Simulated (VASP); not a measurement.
The system is I.

```
CELL_PARAMETERS angstrom
0.00000 2.54000 2.54000
2.54000 0.00000 2.54000
2.54000 2.54000 0.00000
ATOMIC_POSITIONS crystal
I 0.00000 0.00000 0.00000
```

* Program: VASP 6.6.1
* Task: relaxation of cell and atoms
* Functional: PBE
* Potentials or basis: VASP PAW PBE potentials, release 64 (I)
* Cutoff: 500 eV
* k mesh: 15 × 15 × 15
* Occupations: fermi-dirac, width 0.02 eV
* Spin: no spin polarisation

At the start: pressure 1.8 GPa; volume 32.77 Å³/atom.

Question: Where does the relaxation end?

Answer: Over 3 steps the energy falls by 11.7 meV/atom and the volume is 34.99 Å³/atom (+6.8 %); space group Fm-3m (No. 225, to 0.1 Å) before and after.

Step by step:
```csv
step,energy change (eV),largest force (eV/Å),pressure (GPa),volume (Å³)
1,0.0000,0.0000,1.83,32.77
2,-0.0114,0.0000,0.27,34.58
3,-0.0117,0.0000,-0.01,34.99
```

Final structure:
```xyz
1
Lattice="0.0000 2.5960 2.5960 2.5960 0.0000 2.5960 2.5960 2.5960 0.0000" Properties=species:S:1:pos:R:3 pbc="T T T"
I     0.0000    0.0000    0.0000
```

Caveat: an odd number of electrons without spin polarisation forces a metal; a magnetic or distorted state may lie lower.
